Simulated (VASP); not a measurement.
# Al2Cu (I4/mmm) in VASP: single point with LDA

Aim: the single point of Al2Cu with LDA.

All numbers are computed with VASP 6.6.1; they aren't measurements. Logs are shortened: lines on timing, memory, paths and dates and some standing lists are left out, and cuts for length are marked.

## (1) The cell of the first run

The structure is tetragonal, space group I4/mmm (No. 139). The conventional cell has a = 4.061 Å, b = 4.061 Å, c = 5.702 Å, α = 90.00°, β = 90.00°, γ = 90.00°. Within 3.3 Å of Al (site symmetry -4m2) lie 4 Cu at 2.48 Å and 6 Al at 2.85 to 2.87 Å. Within 3.3 Å of Cu (site symmetry 4/mmm) lie 8 Al at 2.48 Å.

## (2) Single point, LDA

The input, INCAR:

```
SYSTEM = Al2Cu
ALGO = Normal
EDIFF = 1E-6
ENCUT = 520
GGA = CA
ISIF = 2
ISMEAR = 0
LASPH = .True.
LCHARG = .False.
LREAL = .False.
LWAVE = .False.
NBANDS = 16
NELM = 60
PREC = Accurate
SIGMA = 0.1
```

The input, KPOINTS:

```
k-points
0
Gamma
  7 7 8
  0 0 0
```

The input, POSCAR:

```
Al2Cu
1.0
   -2.0303380000      2.0303380000      2.8510940000
    2.0303380000     -2.0303380000      2.8510940000
    2.0303380000      2.0303380000     -2.8510940000
Al Cu
2 1
Direct
    0.7500000000      0.2500000000      0.5000000000
    0.2500000000      0.7500000000      0.5000000000
    0.5000000000      0.5000000000      0.0000000000
```

Potentials or basis: VASP PAW LDA potentials, release 64 (Al, Cu).

Run with:

```
cat potpaw_LDA.64/Al/POTCAR potpaw_LDA.64/Cu/POTCAR > POTCAR
mpirun -np 1 vasp_std > vasp.out
```

OUTCAR:

```text
SYSTEM = Al2Cu
   EDIFF = 1E-6
   ENCUT = 520
   GGA = CA
   ISIF = 2
   ISMEAR = 0
   LASPH = .True.
   LREAL = .False.
   NELM = 60
   PREC = Accurate

 ion  position               nearest neighbor table
   1  0.750  0.250  0.500-   3 2.48   3 2.48   3 2.48   3 2.48   2 2.85   2 2.85   2 2.87   2 2.87
                             2 2.87   2 2.87
   2  0.250  0.750  0.500-   3 2.48   3 2.48   3 2.48   3 2.48   1 2.85   1 2.85   1 2.87   1 2.87
                             1 2.87   1 2.87
   3  0.500  0.500  0.000-   2 2.48   1 2.48   1 2.48   2 2.48   1 2.48   2 2.48   2 2.48   1 2.48

  LATTYP: Found a body centered tetragonal cell.
 ALAT       =     4.0606760000
 C/A-ratio  =     1.4042459925

  Lattice vectors:

 A1 = (  -2.0303380000,   2.0303380000,   2.8510940000)
 A2 = (   2.0303380000,  -2.0303380000,   2.8510940000)
 A3 = (   2.0303380000,   2.0303380000,  -2.8510940000)

Analysis of symmetry for initial positions (statically):
=====================================================================
 Subroutine PRICEL returns:
 Original cell was already a primitive cell.

 Routine SETGRP: Setting up the symmetry group for a
 body centered tetragonal supercell.

 Subroutine GETGRP returns: Found 16 space group operations
 (whereof 16 operations were pure point group operations)
 out of a pool of 16 trial point group operations.

The static configuration has the point symmetry D_4h.

Analysis of symmetry for dynamics (positions and initial velocities):
=====================================================================
 Subroutine PRICEL returns:
 Original cell was already a primitive cell.

 Routine SETGRP: Setting up the symmetry group for a
 body centered tetragonal supercell.

 Subroutine GETGRP returns: Found 16 space group operations
 (whereof 16 operations were pure point group operations)
 out of a pool of 16 trial point group operations.

The dynamic configuration has the point symmetry D_4h.

 Subroutine INISYM returns: Found 16 space group operations
 (whereof 16 operations are pure point group operations),
 and found     1 'primitive' translations

----------------------------------------------------------------------------------------

                                     Primitive cell

  volume of cell :      47.0119

  direct lattice vectors                    reciprocal lattice vectors
[... 100 lines left out ...]
   NGXF,Y,Z  is equivalent  to a cutoff of  24.65, 24.65, 24.65 a.u.
 SYSTEM =  Al2Cu
   PREC   = accura    normal or accurate (medium, high low for compatibility)
   ISTART =      0    job   : 0-new  1-cont  2-samecut
   ICHARG =      2    charge: 1-file 2-atom 10-const
   ISPIN  =      1    spin polarized calculation?
   LNONCOLLINEAR =      F non collinear calculations
   LSORBIT =      F    spin-orbit coupling
   LASPH  =      T    aspherical Exc in radial PAW
   ENCUT  =  520.0 eV  38.22 Ry    6.18 a.u.   7.52  7.52  7.52*2*pi/ulx,y,z
   NELM   =     60;   NELMIN=  2; NELMDL= -5     # of ELM steps
   EDIFF  = 0.1E-05   stopping-criterion for ELM
   LREAL  =      F    real-space projection
[... 7 lines left out ...]
   TEBEG  =    0.0;   TEEND  =   0.0 temperature during run
   PSTRESS=    0.0 pullay stress
   NELECT =      17.0000    total number of electrons
   NUPDOWN=      -1.0000    fix difference up-down
   EMIN   =  10.00;   EMAX   =-10.00  energy-range for DOS
   EFERMI =   0.00;   METHOD = LEGACY
   ISMEAR =     0;   SIGMA  =   0.10  broadening in eV -4-tet -1-fermi 0-gaus
   EFERMI_NEDOS =   21; number of points for ismear=-14 and -15
   IALGO  =     38    algorithm
   IMIX   =      4    mixing-type and parameters
     AMIX     =   0.40;   BMIX     =  1.00
     AMIX_MAG =   1.60;   BMIX_MAG =  1.00
  volume/ion in A,a.u.               =      15.67       105.75
  Fermi-wavevector in a.u.,A,eV,Ry     =   1.166331  2.204046 18.508379  1.360327
  Thomas-Fermi vector in A             =   2.302845
   LORBIT       =      0    0 simple, 1 ext, 2 COOP (PROOUT), +10 PAW based schemes
   GGA     = CA    functional components
   LHFCALC =     F    Hartree Fock is set to
   AEXX    =    0.0000 exact exchange contribution
   IVDW    =     0    specifies the selected vdW correction
   LEPSILON=     F    determine dielectric tensor
   LRPA    =     F    only Hartree local field effects (RPA)
 non-spin polarized calculation
 Gauss-broadening in eV      SIGMA  =   0.10
  energy-cutoff  :      520.00
  volume of cell :       47.01
 maximum number of plane-waves:      1288
 NGX is ok and might be reduce to    30
   NGX = 15   NGY = 15   NGZ = 15

 number of electron      17.0000003 magnetization

 Free energy of the ion-electron system (eV)
  ---------------------------------------------------
  ext. energy  EPLUGINS =         0.00000000
  ---------------------------------------------------
  free energy    TOTEN  =       -13.68868681 eV

  energy without entropy =      -13.68377183  energy(sigma->0) =      -13.68622932

 E-fermi :   6.9499     XC(G=0): -10.7275

 val. band max:        6.9333325117   @ k =   0.2857   0.2857   0.5000
 cond. band min:       6.9749882402   @ k =   0.1429   0.1429   0.1250
 fundamental gap:      0.0416557285
 Fermi energy:         6.9499260841

 k-point     1 :       0.0000    0.0000    0.0000
  band No.  band energies     occupation
      1      -3.3028      2.00000
      2       2.2851      2.00000
      3       2.2930      2.00000
      4       2.2930      2.00000
      5       2.8553      2.00000
      6       2.8687      2.00000
[... 433 lines left out ...]
      3       2.3910      2.00000
      4       2.5172      2.00000
      5       2.7416      2.00000
      6       2.9409      2.00000
[... 8 lines left out ...]
     15      15.2711      0.00000
     16      16.8399      0.00000

 [... further k-points ...]
[... 5 lines left out ...]
  --------------------------------------------------------------------------------------
  -------------------------------------------------------------------------------------
  Total       -0.9818534     -0.9818534     -0.6296993      0.0000000      0.0000000     -0.0000000
  in kB      -33.4617776    -33.4617776    -21.4602895      0.0000000      0.0000000     -0.0000000
  external PRESSURE =     -29.4612816 kB  Pullay stress =       0.0000000 kB

 VOLUME and BASIS-vectors are now :
 -----------------------------------------------------------------------------
  energy-cutoff  :      520.00
  volume of cell :       47.01
      direct lattice vectors                 reciprocal lattice vectors
    -2.030338000  2.030338000  2.851094000     0.000000000  0.246264415  0.175371279
     2.030338000 -2.030338000  2.851094000     0.246264415  0.000000000  0.175371279
     2.030338000  2.030338000 -2.851094000     0.246264415  0.246264415  0.000000000

 POSITION                                       TOTAL-FORCE (eV/Angst)
 -----------------------------------------------------------------------------------
      0.00000      2.03034      1.42555        -0.000000      0.000000      0.000000
      2.03034      0.00000      1.42555        -0.000000     -0.000000     -0.000000
      0.00000      0.00000      2.85109         0.000000     -0.000000     -0.000000
 -----------------------------------------------------------------------------------
    total drift:                                0.000000     -0.000000      0.000000

  FREE ENERGIE OF THE ION-ELECTRON SYSTEM (eV)
  ---------------------------------------------------
  free  energy   TOTEN  =       -13.6886868103 eV

  energy  without entropy=      -13.6837718272  energy(sigma->0) =      -13.68622932
```

stdout:

```text
POSCAR found type information on POSCAR AlCu
 POSCAR found :  2 types and       3 ions
 scaLAPACK will be used
 LDA part: xc-table for (Slater(with rela. corr.)+CA(PZ))
 , standard interpolation
 -----------------------------------------------------------------------------
|                                                                             |
|           W    W    AA    RRRRR   N    N  II  N    N   GGGG   !!!           |
|           W    W   A  A   R    R  NN   N  II  NN   N  G    G  !!!           |
|           W    W  A    A  R    R  N N  N  II  N N  N  G       !!!           |
|           W WW W  AAAAAA  RRRRR   N  N N  II  N  N N  G  GGG   !            |
|           WW  WW  A    A  R   R   N   NN  II  N   NN  G    G                |
|           W    W  A    A  R    R  N    N  II  N    N   GGGG   !!!           |
|                                                                             |
|     Your reciprocal lattice and k-lattice belong to different lattice       |
|     classes:                                                                |
|                                                                             |
|        The reciprocal lattice is body-centered tetragonal,                  |
|        whereas your k-lattice is base-centered monoclinic.                  |
|                                                                             |
|     Results are often still useful ...                                      |
|                                                                             |
 -----------------------------------------------------------------------------

 POSCAR, INCAR and KPOINTS ok, starting setup
 FFT: planning ... GRIDC
 FFT: planning ... GRID_SOFT
 FFT: planning ... GRID
 WAVECAR not read
 entering main loop
```

It took 71 s on 1 thread of Intel Xeon Platinum 8375C at 2.90GHz (Ice Lake), shared host; peak memory 0.21 GiB.

Results:

- Free energy: -13.6887 eV
- Pressure: -2.9 GPa

Levels at points of the mesh, in eV from the Fermi level:
```csv
k point,band 7,band 8,band 9,band 10,band 11,band 12
"(0.00, 0.00, 0.00)",2.91,2.93,2.93,2.98,2.99,2.99
"(0.00, 0.00, 0.50)",-3.80,-1.97,-1.91,0.37,1.58,9.09
```
